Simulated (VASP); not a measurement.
Input of a VASP 6.6.1 run:

INCAR

```
PREC     = Accurate       # precision mode
ENCUT    = 520            # plane-wave cutoff, eV
EDIFF    = 1E-6           # SCF threshold, eV
ISMEAR   = -1             # smearing method
SIGMA    = 0.05           # smearing width, eV
LREAL    = False          # projectors in reciprocal space
LASPH    = True           # aspherical terms in the spheres
NELM     = 100            # most SCF steps
ALGO     = Normal         # electronic algorithm
ISIF     = 2              # what is computed and relaxed
LWAVE    = False          # write WAVECAR
LCHARG   = False          # write CHGCAR
GGA      = PS             # functional
IVDW     = 13             # dispersion correction
NBANDS   = 15             # bands
```

File KPOINTS:

```
regular mesh
0
Gamma
  7 7 7
```

File POSCAR:

```
KBr
1.0
    0.0000000000      3.2470471610      3.2470471610
    3.2470471610      0.0000000000      3.2470471610
    3.2470471610      3.2470471610      0.0000000000
Br K
1 1
Direct
    0.5000000000      0.5000000000      0.5000000000
    0.0000000000      0.0000000000      0.0000000000
```

Potentials or basis: VASP PAW PBE potentials, release 64 (Br, K_sv).

Command:

```sh
$ cat potpaw_PBE.64/Br/POTCAR potpaw_PBE.64/K_sv/POTCAR > POTCAR
$ mpirun -np 1 vasp_std > vasp.out
```

**Question.** Predict the band gap on the k mesh.

**Answer.** 4.40 eV, direct.

**Question.** What does it give for the dispersion energy per atom?

**Answer.** -0.079 eV.

**Question.** Estimate the pressure.

**Answer.** 0.1 GPa.

Caveat: the PAW data sets were made with another functional, which shifts forces and pressure a little. Expect the measured gap to be larger: semilocal functionals such as PBEsol lack the derivative discontinuity.
